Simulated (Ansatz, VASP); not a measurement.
## Ge: VASP beside Ansatz

File INCAR:

```
PREC     = Accurate       # precision mode
ENCUT    = 500            # plane-wave cutoff, eV
EDIFF    = 1E-6           # SCF threshold, eV
ISMEAR   = 0              # smearing method
SIGMA    = 0.1            # smearing width, eV
LREAL    = F              # projectors in reciprocal space
LASPH    = T              # aspherical terms in the spheres
NELM     = 120            # most SCF steps
ALGO     = Normal         # electronic algorithm
ISIF     = 2              # what is computed and relaxed
LWAVE    = F              # write WAVECAR
LCHARG   = T              # write CHGCAR
GGA      = CA             # functional
LELF     = T              # ELF
LVHAR    = T            
NBANDS   = 21             # bands
GGA_COMPAT= F
```

KPOINTS

```
regular mesh
0
Gamma
  14 14 14
```

The input POSCAR:

```
Ge
1.0
    0.0000000000      2.8107737105      2.8107737105
    2.8107737105      0.0000000000      2.8107737105
    2.8107737105      2.8107737105      0.0000000000
Ge
2
Direct
    0.0000000000      0.0000000000      0.0000000000
    0.2500000000      0.2500000000      0.2500000000
```

Input for Ansatz:

```yaml
crystal:
  lattice:
    - [0.0, 2.8107737105, 2.8107737105]
    - [2.8107737105, 0.0, 2.8107737105]
    - [2.8107737105, 2.8107737105, 0.0]
  atoms:
    - { symbol: Ge, position: [0.0, 0.0, 0.0] }
    - { symbol: Ge, position: [0.25, 0.25, 0.25] }
basis:
  ecutwfc: 420
kpoints:
  mp_grid: { grid: [14, 14, 14] }
  band_path:
    path:
      - [[0.0, 0.0, 0.0], [0.5, 0.0, 0.5], [0.625, 0.25, 0.625]]
      - [[0.375, 0.375, 0.75], [0.0, 0.0, 0.0], [0.5, 0.5, 0.5], [0.5, 0.25, 0.75], [0.5, 0.0, 0.5]]
    npoints: 10
hamiltonian:
  xc: lda
  pseudopotentials: { kind: paw, azcp: { folder: soft_1 } }
scf:
  occupations: { method: gaussian, width: 0.1 }
  n_extra_bands: 7
output:
  forces: true
  stress: true
  eigenvalues: true
  dos: { projected: false, de: 0.02, nscf_kmesh: { grid: [21, 21, 21] } }
  write_density: true
  write_potential: true
  elf: true
  volumetric_format: npy
```

Alike in both runs: task single point; functional LDA; k mesh 14 × 14 × 14; occupations gaussian, width 0.1 eV; no spin polarisation.

|  | VASP | Ansatz |
| --- | --- | --- |
| version | VASP 6.6.1 | Ansatz 0.2.0 |
| potentials or method | VASP PAW LDA potentials, release 64 (Ge_d), cutoff 500 eV | scalar-relativistic, plane waves, PAW |
| valence electrons in the cell | 28 | 28 |

|  | VASP | Ansatz | Ansatz less VASP |
| --- | --- | --- | --- |
| pressure (GPa) | 0.2 | 0.0 | -0.16 |

Ansatz warns that its potentials were made for another functional, while VASP's fit it. LDA's correlation is that of Perdew and Zunger in VASP and of Perdew and Wang (1992) in Ansatz.
